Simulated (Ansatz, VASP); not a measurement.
## Two plane-wave programs on C

```
C
1.0
     2.45591    0.00000    0.00000
    -1.22796    2.12688    0.00000
     0.00000    0.00000    7.01063
C
4
Direct
  0.00000 0.00000 0.25000
  0.00000 0.00000 0.75000
  0.33333 0.66667 0.25000
  0.66667 0.33333 0.75000
```

Alike in both runs: task single point; functional r2SCAN; k mesh 9 × 9 × 3; occupations fermi-dirac, width 0.05 eV; no spin polarisation.

|  | VASP | Ansatz |
| --- | --- | --- |
| version | VASP 6.6.1 | Ansatz 0.2.0 |
| potentials or method | VASP PAW PBE potentials, release 64 (C), cutoff 520 eV | plane waves (500 eV) with PAW, scalar-relativistic |
| valence electrons in the cell | 16 | 16 |

VASP gave:

```
pressure (GPa)                                                : 0.7
traceless stress, the component that is largest in VASP (GPa) : -0.92
```

Problem. What did Ansatz give for the same quantities?

Solution. Pressure (GPa): 0.1; traceless stress, the component that is largest in VASP (GPa): -0.17.

VASP's potentials were made for PBE, not for r2SCAN. With one functional, cell and mesh, what is left measures potentials, basis and numerics.
